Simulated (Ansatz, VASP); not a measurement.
## Two plane-wave programs on GaB3

```
Ga B
1.0
     1.65896   -2.68120    0.00000
     1.65896    2.68120    0.00000
     0.00000    0.00000    5.01959
Ga B
1 3
Direct
  0.50000 0.50000 0.50000
  0.13285 0.86715 0.50000
  0.86715 0.13285 0.50000
  0.00000 0.00000 0.00000
```

Alike in both runs: task relaxation of cell and atoms; functional PBE; k mesh 6 × 6 × 4; occupations gaussian, width 0.1 eV; no spin polarisation.

|  | VASP | Ansatz |
| --- | --- | --- |
| version | VASP 6.6.1 | Ansatz 0.2.0 |
| potentials or method | VASP PAW PBE potentials, release 64 (Ga_d, B_h), cutoff 910 eV | scalar-relativistic, plane waves, PAW |
| valence electrons in the cell | 22 | 22 |

|  | VASP | Ansatz | Ansatz less VASP |
| --- | --- | --- | --- |
| gap on the k mesh at the Fermi level, each at its own relaxed structure (eV) | none | none | - |
| relaxed volume (Å³/atom) | 11.09 | 11.49 | +0.402 |
| relaxed cell length with the largest relative difference (Å) | 3.917 | 3.982 | +0.0651 |

A gap of «none» marks a metal or a gap that the smearing closes.

The k mesh is coarse, so the values compare programs but aren't converged.
